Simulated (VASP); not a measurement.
# HgTe (I-4m2) in VASP: notebook

The runs below take HgTe through single point, with PBE.

Program: VASP 6.6.1. These are calculated values, not measurements. Logs are shortened: lines on timing, memory, paths and dates and some standing lists are left out, and cuts for length are marked.

## (1) The cell of the first run

It takes space group I-4m2 (No. 119, tetragonal). The conventional cell has a = 4.937 Å, b = 4.937 Å, c = 6.650 Å, α = 90.00°, β = 90.00°, γ = 90.00°. Within 3.9 Å of Hg (site symmetry -4m2) lie 4 Te at 2.98 Å. Within 3.9 Å of Te (site symmetry -4m2) lie 4 Hg at 2.98 Å.

## (2) Single point, PBE (strain +0.050 along x and y, +0.000 along z)

File INCAR:

```
SYSTEM = HgTe
ALGO = Normal
EDIFF = 1E-7
ENCUT = 520
GGA = PE
ISIF = 2
ISMEAR = 0
LASPH = .TRUE.
LCHARG = .FALSE.
LREAL = .FALSE.
LWAVE = .FALSE.
NBANDS = 16
NELM = 80
PREC = Accurate
SIGMA = 0.15
```

File KPOINTS:

```
k-points
0
G
  16 16 16
  0 0 0
```

File POSCAR:

```
HgTe
1.0
    0.0000000000      3.4910379909      3.3247980866
    3.4910379909      0.0000000000      3.3247980866
    3.4910379909      3.4910379909      0.0000000000
Hg Te
1 1
Direct
    0.0000000000      0.0000000000      0.0000000000
    0.7500000000      0.7500000000      0.7500000000
```

Potentials or basis: VASP PAW PBE potentials, release 64 (Hg, Te).

Run with:

```console
cat potpaw_PBE.64/Hg/POTCAR potpaw_PBE.64/Te/POTCAR > POTCAR
mpirun -np 1 vasp_std > vasp.out
```

OUTCAR:

```text
SYSTEM = HgTe
   EDIFF = 1E-7
   ENCUT = 520
   GGA = PE
   ISIF = 2
   ISMEAR = 0
   LASPH = .TRUE.
   LREAL = .FALSE.
   NELM = 80
   PREC = Accurate

 ion  position               nearest neighbor table
   1  0.000  0.000  0.000-   2 2.98   2 2.98   2 2.98   2 2.98
   2  0.750  0.750  0.750-   1 2.98   1 2.98   1 2.98   1 2.98

  LATTYP: Found a body centered tetragonal cell.
 ALAT       =     4.9370732735
 C/A-ratio  =     1.3468700594

  Lattice vectors:

 A1 = (   0.0000000000,  -3.4910379909,  -3.3247980866)
 A2 = (   0.0000000000,   3.4910379909,  -3.3247980866)
 A3 = (   3.4910379909,   0.0000000000,   3.3247980866)

Analysis of symmetry for initial positions (statically):
=====================================================================
 Subroutine PRICEL returns:
 Original cell was already a primitive cell.

 Routine SETGRP: Setting up the symmetry group for a
 body centered tetragonal supercell.

 Subroutine GETGRP returns: Found  8 space group operations
 (whereof  8 operations were pure point group operations)
 out of a pool of 16 trial point group operations.

The static configuration has the point symmetry D_2d.

Analysis of symmetry for dynamics (positions and initial velocities):
=====================================================================
 Subroutine PRICEL returns:
 Original cell was already a primitive cell.

 Routine SETGRP: Setting up the symmetry group for a
 body centered tetragonal supercell.

 Subroutine GETGRP returns: Found  8 space group operations
 (whereof  8 operations were pure point group operations)
 out of a pool of 16 trial point group operations.

The dynamic configuration has the point symmetry D_2d.

 Subroutine INISYM returns: Found  8 space group operations
 (whereof  8 operations are pure point group operations),
 and found     1 'primitive' translations

----------------------------------------------------------------------------------------

                                     Primitive cell

  volume of cell :      81.0409

  direct lattice vectors                    reciprocal lattice vectors
     0.000000000  3.491037991  3.324798087    -0.143223878  0.143223878  0.150385072
     3.491037991  0.000000000  3.324798087     0.143223878 -0.143223878  0.150385072
     3.491037991  3.491037991  0.000000000     0.143223878  0.143223878 -0.150385072

  length of vectors
     4.820957226  4.820957226  4.937073273     0.252273321  0.252273321  0.252273321

  position of ions in fractional coordinates (direct lattice)
     0.000000000  0.000000000  0.000000000
     0.750000000  0.750000000  0.750000000

  ion indices of the primitive-cell ions
   primitive index   ion index
                 1           1
                 2           2

----------------------------------------------------------------------------------------

 KPOINTS: k-points

Automatic generation of k-mesh.
 Grid dimensions read from file:
 generate k-points for:   16   16   16

 Generating k-lattice:

  Cartesian coordinates                     Fractional coordinates (reciprocal lattice)
    -0.008951492  0.008951492  0.009399067     0.062500000 -0.000000000  0.000000000
     0.008951492 -0.008951492  0.009399067    -0.000000000  0.062500000  0.000000000
     0.008951492  0.008951492 -0.009399067     0.000000000  0.000000000  0.062500000

  Length of vectors
     0.015767083  0.015767083  0.015767083

  Shift w.r.t. Gamma in fractional coordinates (k-lattice)
     0.000000000  0.000000000  0.000000000

 Subroutine IBZKPT returns following result:
 ===========================================

 Found    349 irreducible k-points:

 Following reciprocal coordinates:
            Coordinates               Weight
  0.000000  0.000000  0.000000      1.000000
  0.062500  0.000000  0.000000      8.000000
  0.125000  0.000000  0.000000      8.000000
  0.187500  0.000000  0.000000      8.000000
  0.250000  0.000000  0.000000      8.000000
  0.312500  0.000000  0.000000      8.000000
[... 16 lines left out ...]
 -0.125000  0.062500  0.000000      8.000000
 -0.062500  0.062500  0.000000      4.000000
 [... further k-points ...]
   k-points           NKPTS =    349   k-points in BZ     NKDIM =    349   number of bands    NBANDS=     16
   number of dos      NEDOS =    301   number of ions     NIONS =      2
   total plane-waves  NPLWV =  51840
   dimension x,y,z NGX =    36 NGY =   36 NGZ =   40
   dimension x,y,z NGXF=    72 NGYF=   72 NGZF=   80
   ions per type =               1   1
   NGX,Y,Z   is equivalent  to a cutoff of  12.41, 12.41, 13.47 a.u.
   NGXF,Y,Z  is equivalent  to a cutoff of  24.83, 24.83, 26.94 a.u.
 SYSTEM =  HgTe
   PREC   = accura    normal or accurate (medium, high low for compatibility)
   ISTART =      0    job   : 0-new  1-cont  2-samecut
   ICHARG =      2    charge: 1-file 2-atom 10-const
   ISPIN  =      1    spin polarized calculation?
   LNONCOLLINEAR =      F non collinear calculations
   LSORBIT =      F    spin-orbit coupling
   LASPH  =      T    aspherical Exc in radial PAW
   ENCUT  =  520.0 eV  38.22 Ry    6.18 a.u.   8.96  8.96  9.18*2*pi/ulx,y,z
   NELM   =     80;   NELMIN=  2; NELMDL= -5     # of ELM steps
   EDIFF  = 0.1E-06   stopping-criterion for ELM
   LREAL  =      F    real-space projection
   EDIFFG = 0.1E-05   stopping-criterion for IOM
   NSW    =      0    number of steps for IOM
   IBRION =     -1    ionic relax: 0-MD 1-quasi-New 2-CG
   NFREE  =      0    steps in history (QN), initial steepest desc. (CG)
   ISIF   =      2    stress and relaxation
   ISYM   =      2    0-nonsym 1-usesym 2-fastsym
   POTIM  = 0.5000    time-step for ionic-motion
   TEBEG  =    0.0;   TEEND  =   0.0 temperature during run
   PSTRESS=    0.0 pullay stress
   NELECT =      18.0000    total number of electrons
   NUPDOWN=      -1.0000    fix difference up-down
   EMIN   =  10.00;   EMAX   =-10.00  energy-range for DOS
   EFERMI =   0.00;   METHOD = LEGACY
   ISMEAR =     0;   SIGMA  =   0.15  broadening in eV -4-tet -1-fermi 0-gaus
   EFERMI_NEDOS =   21; number of points for ismear=-14 and -15
   IALGO  =     38    algorithm
   IMIX   =      4    mixing-type and parameters
     AMIX     =   0.40;   BMIX     =  1.00
     AMIX_MAG =   1.60;   BMIX_MAG =  1.00
  volume/ion in A,a.u.               =      40.52       273.45
  Fermi-wavevector in a.u.,A,eV,Ry     =   0.991435  1.873540 13.373753  0.982943
  Thomas-Fermi vector in A             =   2.123176
   LORBIT       =      0    0 simple, 1 ext, 2 COOP (PROOUT), +10 PAW based schemes
   GGA     = PE    functional components
   LHFCALC =     F    Hartree Fock is set to
   AEXX    =    0.0000 exact exchange contribution
   IVDW    =     0    specifies the selected vdW correction
   LEPSILON=     F    determine dielectric tensor
   LRPA    =     F    only Hartree local field effects (RPA)
 non-spin polarized calculation
 Gauss-broadening in eV      SIGMA  =   0.15
  energy-cutoff  :      520.00
  volume of cell :       81.04
 maximum number of plane-waves:      2211
   NGX = 17   NGY = 17   NGZ = 19

 number of electron      18.0000001 magnetization

 Free energy of the ion-electron system (eV)
  ---------------------------------------------------
  ext. energy  EPLUGINS =         0.00000000
  ---------------------------------------------------
  free energy    TOTEN  =        -3.58219963 eV

  energy without entropy =       -3.58160154  energy(sigma->0) =       -3.58190058

 E-fermi :   1.4892     XC(G=0):  -7.9360

 val. band max:        1.4392039465   @ k =   0.0000   0.0000   0.0000
 cond. band min:       1.5463971987   @ k =   0.0625   0.0000   0.0000
 fundamental gap:      0.1071932522
 Fermi energy:         1.4891739855

 k-point     1 :       0.0000    0.0000    0.0000
  band No.  band energies     occupation
      1      -9.5018      2.00000
      2      -5.0954      2.00000
      3      -5.0954      2.00000
      4      -5.0878      2.00000
      5      -4.7673      2.00000
      6      -4.7502      2.00000
[... 8 lines left out ...]
     15      10.3718      0.00000
     16      10.8529      0.00000

 k-point     2 :       0.0625    0.0000    0.0000
  band No.  band energies     occupation
      1      -9.4887      2.00000
      2      -5.0918      2.00000
      3      -5.0905      2.00000
      4      -5.0820      2.00000
      5      -4.7673      2.00000
      6      -4.7507      2.00000
[... 8 lines left out ...]
     15      10.1516      0.00000
     16      10.5198      0.00000

 k-point     3 :       0.1250    0.0000    0.0000
  band No.  band energies     occupation
      1      -9.4507      2.00000
      2      -5.0820      2.00000
      3      -5.0787      2.00000
      4      -5.0610      2.00000
      5      -4.7671      2.00000
      6      -4.7519      2.00000
[... 8 lines left out ...]
     15       9.8653      0.00000
     16      10.1758      0.00000

 k-point     4 :       0.1875    0.0000    0.0000
  band No.  band energies     occupation
      1      -9.3929      2.00000
      2      -5.0680      2.00000
      3      -5.0629      2.00000
      4      -5.0195      2.00000
      5      -4.7658      2.00000
      6      -4.7531      2.00000
[... 8 lines left out ...]
     15       9.7147      0.00000
     16      10.0075      0.00000
[... 324 lines left out ...]
 k-point    22 :      -0.1875    0.0625    0.0000
  band No.  band energies     occupation
      1      -9.3621      2.00000
      2      -5.0636      2.00000
      3      -5.0465      2.00000
      4      -4.9965      2.00000
      5      -4.7701      2.00000
      6      -4.7505      2.00000
[... 8 lines left out ...]
     15       9.4073      0.00000
     16      10.0954      0.00000

 k-point    23 :      -0.1250    0.0625    0.0000
  band No.  band energies     occupation
      1      -9.4238      2.00000
      2      -5.0779      2.00000
      3      -5.0634      2.00000
      4      -5.0465      2.00000
      5      -4.7704      2.00000
      6      -4.7503      2.00000
[... 8 lines left out ...]
     15       9.5179      0.00000
     16       9.9345      0.00000

 k-point    24 :      -0.0625    0.0625    0.0000
  band No.  band energies     occupation
      1      -9.4679      2.00000
      2      -5.0881      2.00000
      3      -5.0804      2.00000
      4      -5.0720      2.00000
      5      -4.7692      2.00000
      6      -4.7501      2.00000
[... 8 lines left out ...]
     15       9.7875      0.00000
     16      10.1797      0.00000

 [... further k-points ...]
[... 5 lines left out ...]
  --------------------------------------------------------------------------------------
  -------------------------------------------------------------------------------------
  Total       -1.4234447     -1.4234447     -1.0536364      0.0000000     -0.0000000      0.0000000
  in kB      -28.1414689    -28.1414689    -20.8303671      0.0000000     -0.0000000      0.0000000
  external PRESSURE =     -25.7044350 kB  Pullay stress =       0.0000000 kB

 VOLUME and BASIS-vectors are now :
 -----------------------------------------------------------------------------
  energy-cutoff  :      520.00
  volume of cell :       81.04
      direct lattice vectors                 reciprocal lattice vectors
     0.000000000  3.491037991  3.324798087    -0.143223878  0.143223878  0.150385072
     3.491037991  0.000000000  3.324798087     0.143223878 -0.143223878  0.150385072
     3.491037991  3.491037991  0.000000000     0.143223878  0.143223878 -0.150385072

 POSITION                                       TOTAL-FORCE (eV/Angst)
 -----------------------------------------------------------------------------------
      0.00000      0.00000      0.00000        -0.000000     -0.000000      0.000000
      5.23656      5.23656      4.98720         0.000000      0.000000     -0.000000
 -----------------------------------------------------------------------------------
    total drift:                                0.000000      0.000000     -0.000001

  FREE ENERGIE OF THE ION-ELECTRON SYSTEM (eV)
  ---------------------------------------------------
  free  energy   TOTEN  =        -3.5821996269 eV

  energy  without entropy=       -3.5816015352  energy(sigma->0) =       -3.58190058
```

It took 7.4 min on 1 thread of Intel Xeon 8259CL, shared host; peak memory 0.59 GiB.

Results:

```yaml
Free_energy: -3.5822 eV
Pressure: -2.6 GPa
Band_gap_on_the_k_mesh: 0.08 eV (least direct gap 0.12 eV)
```

Caveat: the cell differs from its parent crystal (strain +0.050 along x and y, +0.000 along z); the smearing spreads over this small gap; spin-orbit coupling is left out, which moves the levels of the heavy elements. A k mesh can miss the band edges.

## (3) Single point, PBE (strain -0.025 along x and y, +0.050 along z)

File INCAR:

```
ALGO = Normal ; EDIFF = 1E-7
ENCUT = 520 ; GGA = PE
ISIF = 2 ; ISMEAR = 0
LASPH = True ; LCHARG = False
LREAL = False ; LWAVE = False
NBANDS = 16 ; NELM = 60
PREC = Accurate ; SIGMA = 0.15
```

File KPOINTS:

```
k-points
0
Gamma
  16 16 16
```

File POSCAR:

```
HgTe
1.0
    0.0000000000      3.2416781344      3.4910379909
    3.2416781344      0.0000000000      3.4910379909
    3.2416781344      3.2416781344      0.0000000000
Hg Te
1 1
Direct
    0.0000000000      0.0000000000      0.0000000000
    0.7500000000      0.7500000000      0.7500000000
```

Potentials or basis: VASP PAW PBE potentials, release 64 (Hg, Te).

Run with:

```console
cat potpaw_PBE.64/Hg/POTCAR potpaw_PBE.64/Te/POTCAR > POTCAR
mpirun -np 1 vasp_std > vasp.out
```

Run time: 8.9 min. Hardware: 1 thread of Intel Xeon 8259CL, shared host; peak memory 0.55 GiB.

It converged, with:

```
Free energy            : -3.6385 eV
Pressure               : 0.1 GPa
Band gap on the k mesh : zero (filled and empty bands touch)
```

Stress tensor (GPa, compression positive):
```
 0.47  0.00  0.00
 0.00  0.47  0.00
 0.00  0.00 -0.77
```

Levels at points of the mesh, in eV from the Fermi level:
| k point | band 7 | band 8 | band 9 | band 10 | band 11 | band 12 |
| --- | --- | --- | --- | --- | --- | --- |
| (0.00, 0.00, 0.00) | -1.10 | -0.35 | -0.08 | -0.08 | 4.23 | 4.23 |
| (0.50, 0.00, 0.00) | -5.11 | -1.15 | -0.83 | 0.51 | 4.81 | 5.14 |
| (0.50, 0.50, 0.00) | -5.35 | -1.90 | -1.90 | 2.08 | 2.74 | 7.46 |
| (0.50, 0.00, 0.50) | -5.03 | -2.24 | -2.09 | 1.59 | 2.45 | 7.88 |

Caveat: the cell differs from its parent crystal (strain -0.025 along x and y, +0.050 along z); semilocal functionals underestimate gaps, and a narrow one can read as zero; spin-orbit coupling is left out, which moves the levels of the heavy elements.

(Continued in part 2 of 2.)

The gap in the log of VASP goes by the Fermi energy; the results here count the filled bands.